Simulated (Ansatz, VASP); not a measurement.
## One calculation of Al3O2, two programs

```
CELL_PARAMETERS angstrom
2.57038 1.48401 2.93667
-2.57038 1.48401 2.93667
0.00000 -2.96802 2.93667
ATOMIC_POSITIONS crystal
Al 0.00000 0.00000 0.50000
Al 0.50000 0.00000 0.00000
Al 0.00000 0.50000 0.00000
O 0.68542 0.68542 0.68542
O 0.31458 0.31458 0.31458
```

Alike in both runs: task single point; functional PBE; k mesh 6 × 6 × 6; occupations gaussian, width 0.1 eV; collinear spin.

|  | VASP | Ansatz |
| --- | --- | --- |
| version | VASP 6.6.1 | Ansatz 0.2.0 |
| potentials or method | VASP PAW PBE potentials, release 64 (Al, O), cutoff 520 eV | scalar-relativistic, plane waves, PAW |
| valence electrons in the cell | 21 | 21 |

|  | VASP | Ansatz | Ansatz less VASP |
| --- | --- | --- | --- |
| gap on the k mesh at the Fermi level (eV) | none | none | - |
| pressure (GPa) | 3.3 | 3.4 | +0.05 |
| traceless stress, the component that is largest in VASP (GPa) | -10.07 | -10.15 | -0.074 |
| rms of the force components (eV/Å) | 0.517 | 0.530 | +0.0127 |
| net moment per atom (μB) | 0.00 | 0.00 | 0.000 |

Atom by atom the forces differ by 0.013 eV/Å (rms over components). A gap of «none» marks a metal or a gap that the smearing closes. Ansatz's warnings: seeded moment not kept.
